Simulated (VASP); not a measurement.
# BAs (F-43m) in VASP: a series of runs

BAs is run at these levels: PBE; tasks: single point, relaxation of cell and atoms.

Program: VASP 6.6.1. These are calculated values, not measurements. Logs are shortened: lines on timing, memory, paths and dates and some standing lists are left out, and cuts for length are marked.

## (1) The cell of the first run

Symmetry: F-43m, No. 216, cubic system. The conventional cell has a = 4.809 Å, b = 4.809 Å, c = 4.809 Å, α = 90.00°, β = 90.00°, γ = 90.00°. As (site symmetry -43m) has 4 B at 2.08 Å within 2.8 Å. Within 2.8 Å of B (site symmetry -43m) lie 4 As at 2.08 Å.

## (2) Single point, PBE

Input file INCAR:

```
PREC = Accurate
ENCUT = 520
EDIFF = 1E-6
ISMEAR = -1
SIGMA = 0.05
LREAL = False
LASPH = True
NELM = 100
ALGO = Normal
ISIF = 2
LWAVE = False
LCHARG = False
GGA = PE
NBANDS = 11
```

Input file KPOINTS:

```
Automatic mesh
0
Gamma
  10 10 10
```

Input file POSCAR:

```
BAs
1.0
    0.0000000000      2.4043125627      2.4043125627
    2.4043125627      0.0000000000      2.4043125627
    2.4043125627      2.4043125627      0.0000000000
As B
1 1
Direct
    0.7500000000      0.7500000000      0.7500000000
    0.0000000000      0.0000000000      0.0000000000
```

Potentials or basis: VASP PAW PBE potentials, release 64 (As, B).

On the command line:

```console
> cat potpaw_PBE.64/As/POTCAR potpaw_PBE.64/B/POTCAR > POTCAR
> mpirun -np 1 vasp_std > vasp.out
```

OUTCAR:

```text
PREC = Accurate
   ENCUT = 520
   EDIFF = 1E-6
   ISMEAR = -1
   LREAL = False
   LASPH = True
   NELM = 100
   ISIF = 2
   GGA = PE

 ion  position               nearest neighbor table
   1  0.750  0.750  0.750-   2 2.08   2 2.08   2 2.08   2 2.08
   2  0.000  0.000  0.000-   1 2.08   1 2.08   1 2.08   1 2.08

  LATTYP: Found a face centered cubic cell.
 ALAT       =     4.8086251254

  Lattice vectors:

 A1 = (   0.0000000000,   2.4043125627,   2.4043125627)
 A2 = (   2.4043125627,   0.0000000000,   2.4043125627)
 A3 = (   2.4043125627,   2.4043125627,   0.0000000000)

Analysis of symmetry for initial positions (statically):
=====================================================================
 Subroutine PRICEL returns:
 Original cell was already a primitive cell.

 Routine SETGRP: Setting up the symmetry group for a
 face centered cubic supercell.

 Subroutine GETGRP returns: Found 24 space group operations
 (whereof 24 operations were pure point group operations)
 out of a pool of 48 trial point group operations.

The static configuration has the point symmetry T_d .

Analysis of symmetry for dynamics (positions and initial velocities):
=====================================================================
 Subroutine PRICEL returns:
 Original cell was already a primitive cell.

 Routine SETGRP: Setting up the symmetry group for a
 face centered cubic supercell.

 Subroutine GETGRP returns: Found 24 space group operations
 (whereof 24 operations were pure point group operations)
 out of a pool of 48 trial point group operations.

The dynamic configuration has the point symmetry T_d .

 Subroutine INISYM returns: Found 24 space group operations
 (whereof 24 operations are pure point group operations),
 and found     1 'primitive' translations

----------------------------------------------------------------------------------------

                                     Primitive cell

  volume of cell :      27.7973

  direct lattice vectors                    reciprocal lattice vectors
     0.000000000  2.404312563  2.404312563    -0.207959650  0.207959650  0.207959650
     2.404312563  0.000000000  2.404312563     0.207959650 -0.207959650  0.207959650
     2.404312563  2.404312563  0.000000000     0.207959650  0.207959650 -0.207959650

  length of vectors
     3.400211434  3.400211434  3.400211434     0.360196680  0.360196680  0.360196680

  position of ions in fractional coordinates (direct lattice)
     0.750000000  0.750000000  0.750000000
     0.000000000  0.000000000  0.000000000

  ion indices of the primitive-cell ions
   primitive index   ion index
                 1           1
                 2           2

----------------------------------------------------------------------------------------

 KPOINTS: Automatic mesh

Automatic generation of k-mesh.
 Grid dimensions read from file:
 generate k-points for:   10   10   10

 Generating k-lattice:

  Cartesian coordinates                     Fractional coordinates (reciprocal lattice)
    -0.020795965  0.020795965  0.020795965     0.100000000  0.000000000  0.000000000
     0.020795965 -0.020795965  0.020795965     0.000000000  0.100000000  0.000000000
     0.020795965  0.020795965 -0.020795965     0.000000000  0.000000000  0.100000000

  Length of vectors
     0.036019668  0.036019668  0.036019668

  Shift w.r.t. Gamma in fractional coordinates (k-lattice)
     0.000000000  0.000000000  0.000000000

 Subroutine IBZKPT returns following result:
 ===========================================

 Found     47 irreducible k-points:

 Following reciprocal coordinates:
            Coordinates               Weight
  0.000000  0.000000  0.000000      1.000000
  0.100000  0.000000  0.000000      8.000000
  0.200000  0.000000  0.000000      8.000000
  0.300000  0.000000  0.000000      8.000000
  0.400000  0.000000  0.000000      8.000000
  0.500000  0.000000  0.000000      4.000000
[... 16 lines left out ...]
  0.300000  0.300000  0.000000      6.000000
  0.400000  0.300000  0.000000     24.000000
 [... further k-points ...]
   k-points           NKPTS =     47   k-points in BZ     NKDIM =     47   number of bands    NBANDS=     11
   number of dos      NEDOS =    301   number of ions     NIONS =      2
   total plane-waves  NPLWV =  21952
   dimension x,y,z NGX =    28 NGY =   28 NGZ =   28
   dimension x,y,z NGXF=    56 NGYF=   56 NGZF=   56
   ions per type =               1   1
   NGX,Y,Z   is equivalent  to a cutoff of  13.69, 13.69, 13.69 a.u.
   NGXF,Y,Z  is equivalent  to a cutoff of  27.38, 27.38, 27.38 a.u.
 SYSTEM =  unknown system
   PREC   = accura    normal or accurate (medium, high low for compatibility)
   ISTART =      0    job   : 0-new  1-cont  2-samecut
   ICHARG =      2    charge: 1-file 2-atom 10-const
   ISPIN  =      1    spin polarized calculation?
   LNONCOLLINEAR =      F non collinear calculations
   LSORBIT =      F    spin-orbit coupling
   LASPH  =      T    aspherical Exc in radial PAW
   ENCUT  =  520.0 eV  38.22 Ry    6.18 a.u.   6.32  6.32  6.32*2*pi/ulx,y,z
   NELM   =    100;   NELMIN=  2; NELMDL= -5     # of ELM steps
   EDIFF  = 0.1E-05   stopping-criterion for ELM
   LREAL  =      F    real-space projection
   EDIFFG = 0.1E-04   stopping-criterion for IOM
   NSW    =      0    number of steps for IOM
   IBRION =     -1    ionic relax: 0-MD 1-quasi-New 2-CG
   NFREE  =      0    steps in history (QN), initial steepest desc. (CG)
   ISIF   =      2    stress and relaxation
   ISYM   =      2    0-nonsym 1-usesym 2-fastsym
   POTIM  = 0.5000    time-step for ionic-motion
   TEBEG  =    0.0;   TEEND  =   0.0 temperature during run
   PSTRESS=    0.0 pullay stress
   NELECT =       8.0000    total number of electrons
   NUPDOWN=      -1.0000    fix difference up-down
   EMIN   =  10.00;   EMAX   =-10.00  energy-range for DOS
   EFERMI =   0.00;   METHOD = LEGACY
   ISMEAR =    -1;   SIGMA  =   0.05  broadening in eV -4-tet -1-fermi 0-gaus
   EFERMI_NEDOS =   21; number of points for ismear=-14 and -15
   IALGO  =     38    algorithm
   IMIX   =      4    mixing-type and parameters
     AMIX     =   0.40;   BMIX     =  1.00
     AMIX_MAG =   1.60;   BMIX_MAG =  1.00
  volume/ion in A,a.u.               =      13.90        93.79
  Fermi-wavevector in a.u.,A,eV,Ry     =   1.080863  2.042535 15.895202  1.168264
  Thomas-Fermi vector in A             =   2.216865
   LORBIT       =      0    0 simple, 1 ext, 2 COOP (PROOUT), +10 PAW based schemes
   GGA     = PE    functional components
   LHFCALC =     F    Hartree Fock is set to
   AEXX    =    0.0000 exact exchange contribution
   IVDW    =     0    specifies the selected vdW correction
   LEPSILON=     F    determine dielectric tensor
   LRPA    =     F    only Hartree local field effects (RPA)
 non-spin polarized calculation
  energy-cutoff  :      520.00
  volume of cell :       27.80
 maximum number of plane-waves:       763
 NGX is ok and might be reduce to    28
   NGX = 13   NGY = 13   NGZ = 13

 number of electron       8.0000000 magnetization

 Free energy of the ion-electron system (eV)
  ---------------------------------------------------
  ext. energy  EPLUGINS =         0.00000000
  ---------------------------------------------------
  free energy    TOTEN  =       -11.41338213 eV

  energy without entropy =      -11.41338206  energy(sigma->0) =      -11.41338209

 E-fermi :   6.4902     XC(G=0): -10.4987

 val. band max:        5.9096756101   @ k =   0.0000   0.0000   0.0000
 cond. band min:       7.1053376693   @ k =   0.4000   0.4000   0.0000
 fundamental gap:      1.1956620592
 Fermi energy:         6.4902386608

 k-point     1 :       0.0000    0.0000    0.0000
  band No.  band energies     occupation
      1      -9.3124      2.00000
      2       5.9097      1.99998
      3       5.9097      1.99998
      4       5.9097      1.99998
      5       9.1616      0.00000
      6       9.1616      0.00000
      7       9.1616      0.00000
      8      10.3460      0.00000
      9      15.3973      0.00000
     10      18.7806      0.00000
     11      18.7806      0.00000

 k-point     2 :       0.1000    0.0000    0.0000
  band No.  band energies     occupation
      1      -9.1512      2.00000
      2       4.5256      2.00000
      3       5.6149      2.00000
      4       5.6149      2.00000
      5       9.2652      0.00000
      6       9.5504      0.00000
      7       9.5504      0.00000
      8      11.2647      0.00000
      9      16.0284      0.00000
     10      17.7375      0.00000
     11      17.7375      0.00000

 k-point     3 :       0.2000    0.0000    0.0000
  band No.  band energies     occupation
      1      -8.6761      2.00000
      2       2.1923      2.00000
      3       5.0514      2.00000
      4       5.0514      2.00000
      5       9.0203      0.00000
      6      10.2568      0.00000
      7      10.2568      0.00000
      8      12.9296      0.00000
      9      17.0238      0.00000
     10      17.0275      0.00000
     11      17.0275      0.00000

 k-point     4 :       0.3000    0.0000    0.0000
  band No.  band energies     occupation
      1      -7.9242      2.00000
      2      -0.0616      2.00000
      3       4.5520      2.00000
      4       4.5520      2.00000
      5       8.7382      0.00000
      6      10.6630      0.00000
      7      10.6630      0.00000
      8      14.2448      0.00000
      9      17.1431      0.00000
     10      17.4564      0.00000
     11      17.4564      0.00000
[... 239 lines left out ...]
 k-point    22 :      -0.2000    0.2000    0.0000
  band No.  band energies     occupation
      1      -7.6658      2.00000
      2       0.4906      2.00000
      3       1.9198      2.00000
      4       4.6405      2.00000
      5       9.7677      0.00000
      6      10.9752      0.00000
      7      11.8386      0.00000
      8      12.8174      0.00000
      9      15.7661      0.00000
     10      18.4075      0.00000
     11      19.8866      0.00000

 k-point    23 :       0.3000    0.3000    0.0000
  band No.  band energies     occupation
      1      -7.4335      2.00000
      2       0.7240      2.00000
      3       2.7865      2.00000
      4       2.7865      2.00000
      5       7.3189      0.00000
      6       9.5553      0.00000
      7      14.2382      0.00000
      8      14.2382      0.00000
      9      16.7318      0.00000
     10      20.7480      0.00000
     11      20.9020      0.00000

 k-point    24 :       0.4000    0.3000    0.0000
  band No.  band energies     occupation
      1      -6.7223      2.00000
      2      -0.4953      2.00000
      3       2.0150      2.00000
      4       2.4948      2.00000
      5       7.6160      0.00000
      6       9.2979      0.00000
      7      14.6053      0.00000
      8      14.8486      0.00000
      9      17.7911      0.00000
     10      21.4753      0.00000
     11      21.6528      0.00000

 [... further k-points ...]
[... 5 lines left out ...]
  --------------------------------------------------------------------------------------
  -------------------------------------------------------------------------------------
  Total        0.1124237      0.1124237      0.1124237      0.0000000      0.0000000     -0.0000000
  in kB        6.4798585      6.4798585      6.4798585      0.0000000      0.0000000     -0.0000000
  external PRESSURE =       6.4798585 kB  Pullay stress =       0.0000000 kB

 VOLUME and BASIS-vectors are now :
 -----------------------------------------------------------------------------
  energy-cutoff  :      520.00
  volume of cell :       27.80
      direct lattice vectors                 reciprocal lattice vectors
     0.000000000  2.404312563  2.404312563    -0.207959650  0.207959650  0.207959650
     2.404312563  0.000000000  2.404312563     0.207959650 -0.207959650  0.207959650
     2.404312563  2.404312563  0.000000000     0.207959650  0.207959650 -0.207959650

 POSITION                                       TOTAL-FORCE (eV/Angst)
 -----------------------------------------------------------------------------------
      3.60647      3.60647      3.60647        -0.000000     -0.000000     -0.000000
      0.00000      0.00000      0.00000         0.000000      0.000000      0.000000
 -----------------------------------------------------------------------------------
    total drift:                                0.000000      0.000000      0.000000

  FREE ENERGIE OF THE ION-ELECTRON SYSTEM (eV)
  ---------------------------------------------------
  free  energy   TOTEN  =       -11.4133821309 eV

  energy  without entropy=      -11.4133820580  energy(sigma->0) =      -11.41338209
```

Wall time 17 s (1 thread of Intel Xeon 8259CL, shared host); peak memory 0.16 GiB.

Results:

- Free energy: -11.4134 eV
- Pressure: 0.6 GPa
- Band gap on the k mesh: 1.20 eV, indirect (least direct gap 3.25 eV)

## (3) Single point, PBE

This run uses another cell than the first one, of 13.70 Å³/atom, 0.986 times its volume.

Input file INCAR:

```
PREC = Accurate
ENCUT = 520
EDIFF = 1E-6
ISMEAR = -1
SIGMA = 0.05
LREAL = F
LASPH = T
NELM = 80
ALGO = Normal
ISIF = 2
LWAVE = F
LCHARG = F
GGA = PE
NBANDS = 11
```

KPOINTS is that of step 2.

Input file POSCAR:

```
BAs
1.0
    0.0000000000      2.3926452288      2.3926452288
    2.3926452288      0.0000000000      2.3926452288
    2.3926452288      2.3926452288      0.0000000000
As B
1 1
Direct
    0.7500000000      0.7500000000      0.7500000000
    0.0000000000      0.0000000000      0.0000000000
```

Potentials or basis: VASP PAW PBE potentials, release 64 (As, B).

On the command line:

```console
> cat potpaw_PBE.64/As/POTCAR potpaw_PBE.64/B/POTCAR > POTCAR
> mpirun -np 1 vasp_std > vasp.out
```

Wall time 18 s (1 thread of Intel Xeon 8259CL, shared host); peak memory 0.16 GiB.

It converged, with:

- Free energy: -11.4091 eV
- Pressure: 2.7 GPa
- Band gap on the k mesh: 1.18 eV, indirect (least direct gap 3.27 eV)

Levels at points of the mesh, in eV from the valence-band top:
```csv
k point,band 1,band 2,band 3,band 4,band 5,band 6,band 7,band 8
"(0.00, 0.00, 0.00)",-15.35,0.00,0.00,0.00,3.27,3.27,3.27,4.62
"(0.50, 0.00, 0.00)",-12.50,-8.75,-1.81,-1.81,2.66,4.77,4.77,8.85
"(0.50, 0.50, 0.00)",-11.19,-8.50,-4.06,-4.06,1.43,1.45,11.32,11.32
```

## (4) Relaxation of cell and atoms, PBE

This run uses another cell than the first one, of 13.63 Å³/atom, 0.980 times its volume.

Input file INCAR:

```
PREC = Accurate
ENCUT = 600
EDIFF = 1E-6
ISMEAR = -1
SIGMA = 0.05
LREAL = F
LASPH = T
NELM = 80
ALGO = Normal
ISIF = 3
LWAVE = F
LCHARG = F
GGA = PE
IBRION = 2
NSW = 80
EDIFFG = -0.005
```

Input file KPOINTS:

```
regular mesh
0
Gamma
  10 10 10
```

Input file POSCAR:

```
BAs
1.0
    0.0000000000      2.3885000000      2.3885000000
    2.3885000000      0.0000000000      2.3885000000
    2.3885000000      2.3885000000      0.0000000000
As B
1 1
Direct
    0.7500000000      0.7500000000      0.7500000000
    0.0000000000      0.0000000000      0.0000000000
```

Potentials or basis: VASP PAW PBE potentials, release 64 (As, B).

On the command line:

```console
> cat potpaw_PBE.64/As/POTCAR potpaw_PBE.64/B/POTCAR > POTCAR
> mpirun -np 1 vasp_std > vasp.out
```

OUTCAR:

```text
PREC = Accurate
   ENCUT = 600
   EDIFF = 1E-6
   ISMEAR = -1
   LREAL = F
   LASPH = T
   NELM = 80
   ISIF = 3
   GGA = PE
   IBRION = 2
   NSW = 80
   EDIFFG = -0.005

 ion  position               nearest neighbor table
   1  0.750  0.750  0.750-   2 2.07   2 2.07   2 2.07   2 2.07
   2  0.000  0.000  0.000-   1 2.07   1 2.07   1 2.07   1 2.07

  LATTYP: Found a face centered cubic cell.
 ALAT       =     4.7770000000

  Lattice vectors:

 A1 = (   0.0000000000,   2.3885000000,   2.3885000000)
 A2 = (   2.3885000000,   0.0000000000,   2.3885000000)
 A3 = (   2.3885000000,   2.3885000000,   0.0000000000)

Analysis of symmetry for initial positions (statically):
=====================================================================
 Subroutine PRICEL returns:
 Original cell was already a primitive cell.

[... 250 lines left out ...]

 E-fermi :   6.4403     XC(G=0): -10.4778

 val. band max:        5.8570521659   @ k =   0.0000   0.0000   0.0000
 cond. band min:       7.0580330400   @ k =   0.4000   0.4000   0.0000
 fundamental gap:      1.2009808741
 Fermi energy:         6.4402865674

 k-point     1 :       0.0000    0.0000    0.0000
  band No.  band energies     occupation
      1      -9.3216      2.00000
      2       5.8571      1.99998
      3       5.8571      1.99998
      4       5.8571      1.99998
      5       9.1031      0.00000
      6       9.1031      0.00000
      7       9.1031      0.00000
      8      10.2334      0.00000
[... 243 lines left out ...]
 k-point    24 :       0.4000    0.3000    0.0000
  band No.  band energies     occupation
      1      -6.7446      2.00000
      2      -0.5348      2.00000
      3       1.9824      2.00000
      4       2.4596      2.00000
      5       7.5662      0.00000
      6       9.2436      0.00000
      7      14.5190      0.00000
      8      14.7646      0.00000

 [... further k-points ...]
[... 5 lines left out ...]
  --------------------------------------------------------------------------------------
  -------------------------------------------------------------------------------------
  Total        0.0010317      0.0010317      0.0010317      0.0000000      0.0000000     -0.0000000
  in kB        0.0591786      0.0591786      0.0591786      0.0000000      0.0000000     -0.0000000
  external PRESSURE =       0.0591786 kB  Pullay stress =       0.0000000 kB
[... 17 lines left out ...]
  FREE ENERGIE OF THE ION-ELECTRON SYSTEM (eV)
  ---------------------------------------------------
  free  energy   TOTEN  =       -11.4143846261 eV

  energy  without entropy=      -11.4143845566  energy(sigma->0) =      -11.41438459

 reached required accuracy - stopping structural energy minimisation
```

CONTCAR:

```text
BAs
   1.00000000000000
    -0.0000000000000000    2.4081703617301504    2.4081703617301504
     2.4081703617301504   -0.0000000000000000    2.4081703617301504
     2.4081703617301504    2.4081703617301504   -0.0000000000000000
  As              B
     1     1
Direct
     0.7500000000000000    0.7500000000000000    0.7500000000000000
     0.0000000000000000    0.0000000000000000    0.0000000000000000

  0.00000000E+00  0.00000000E+00  0.00000000E+00
  0.00000000E+00  0.00000000E+00  0.00000000E+00
```

Run time: 31 s. Hardware: 1 thread of Intel Xeon 8259CL, shared host; peak memory 0.17 GiB.

Results:

```yaml
Free_energy: -11.4144 eV
Relaxed_volume: 13.97 Å³/atom
Relaxed_cell: a = 3.406 Å, b = 3.406 Å, c = 3.406 Å, α = 60.00°, β = 60.00°, γ = 60.00°
Space_group_after_relaxing_to_0.05_Å: F-43m (No. 216)
Energy_gained_by_relaxing: 3.5 meV/atom
Ionic_steps: 3
Pressure_after_relaxing: 0.0 GPa
Band_gap_on_the_k_mesh: 1.20 eV, indirect (least direct gap 3.25 eV)
```

Step by step:
```
step  energy change (eV)  largest force (eV/Å)  pressure (GPa)  volume (Å³)
   1              0.0000                0.0000            3.42        27.25
   2             -0.0037                0.0000           -2.18        28.42
   3             -0.0071                0.0000            0.01        27.93
```

Final structure:
```
As B
1.0
     0.00000    2.40817    2.40817
     2.40817    0.00000    2.40817
     2.40817    2.40817    0.00000
As B
1 1
Direct
  0.75000 0.75000 0.75000
  0.00000 0.00000 0.00000
```

A k mesh can miss the band edges. PBE usually gives volumes a little too large and moduli too small.

## (5) Overview

```tsv
task	cell	cutoff (eV)	gap on the mesh (eV)	pressure (GPa)
single point	a = 3.400 Å, angles 60.0°, 2 atoms	520	1.20	0.6
single point	a = 3.384 Å, angles 60.0°, 2 atoms	520	1.18	2.7
relaxation of cell and atoms	relaxed from a = 3.378 Å, angles 60.0°, 2 atoms	600	1.20	0.0
```

Alike in all rows: level PBE; potentials or basis VASP PAW PBE potentials, release 64 (As, B); no spin polarisation; k mesh 10 × 10 × 10; smearing fermi-dirac 0.05 eV.

Absolute energies hang on the potentials; compare differences alone.
